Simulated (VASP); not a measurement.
Mo, 1 atom in the cell. It takes space group Im-3m (No. 229, cubic). The conventional cell has a = 3.130 Å, b = 3.130 Å, c = 3.130 Å, α = 90.00°, β = 90.00°, γ = 90.00°. Within 3.6 Å of Mo (site symmetry m-3m) lie 14 Mo at 2.71 to 3.13 Å. 

* Program: VASP 6.6.1
* Task: elastic constants
* Functional: PBEsol
* Potentials or basis: VASP PAW PBE potentials, release 64 (Mo_sv)
* Cutoff: 600 eV
* k mesh: 20 × 20 × 20
* Occupations: fermi-dirac, width 0.15 eV
* Spin: no spin polarisation
* Dipole correction: no
* Ions in elastic constants: relaxed
* Further INCAR settings: ALGO = Fast; EDIFF = 1e-08; IBRION = 6; POTIM = 0.015; NSW = 1; ISIF = 3

Potentials or basis: VASP PAW PBE potentials, release 64 (Mo_sv).

The run is started by

```console
$ cat potpaw_PBE.64/Mo_sv/POTCAR > POTCAR
$ mpirun -np 1 vasp_std > vasp.out
```

Hardware: 1 thread of Intel(R) Xeon(R) Platinum 8259CL CPU @ 2.50GHz (Skylake/Cascade Lake), on a shared host.

Q: Estimate the wall time of this run.

A: Wall time 32 min on 1 thread of Intel(R) Xeon(R) Platinum 8259CL CPU @ 2.50GHz (Skylake/Cascade Lake) (shared host), peak memory 0.85 GiB. Counts: scf iterations 179, k points 256.
